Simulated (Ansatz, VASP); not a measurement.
**Two plane-wave programs on Al3Cu2**

```
CELL_PARAMETERS angstrom
3.77070 0.00000 0.00000
-1.88535 3.26552 0.00000
0.00000 0.00000 4.58353
ATOMIC_POSITIONS crystal
Al 0.00000 0.00000 0.00000
Al 0.33333 0.66667 0.35151
Al 0.66667 0.33333 0.64849
Cu 0.33333 0.66667 0.84229
Cu 0.66667 0.33333 0.15771
```

Change from the starting cell: strain -0.080 along x and y, -0.080 along z, atoms carried along.

Alike in both runs: task single point; functional PBEsol; k mesh 12 × 12 × 10; occupations gaussian, width 0.15 eV; no spin polarisation.

|  | VASP | Ansatz |
| --- | --- | --- |
| version | VASP 6.6.1 | Ansatz 0.2.0 |
| potentials or method | VASP PAW PBE potentials, release 64 (Al, Cu), cutoff 520 eV | scalar-relativistic, plane waves, PAW |
| valence electrons in the cell | 31 | 47 |

|  | VASP | Ansatz | Ansatz less VASP |
| --- | --- | --- | --- |
| gap on the k mesh at the Fermi level (eV) | none | none | - |
| pressure (GPa) | 50.2 | 49.8 | -0.38 |
| traceless stress, the component that is largest in VASP (GPa) | 1.50 | 1.46 | -0.041 |
| rms of the force components (eV/Å) | 0.104 | 0.106 | +0.0015 |

VASP's potentials were made for PBE, not for PBEsol. Atom by atom the forces differ by 0.004 eV/Å (rms over components). A gap of «none» marks a metal or a gap that the smearing closes. Both programs put the cell under a high pressure, so it lies far from rest at this level. VASP's potentials hold 31 valence electrons a cell and Ansatz's 47, so a difference there can come from the potentials and not from the codes.
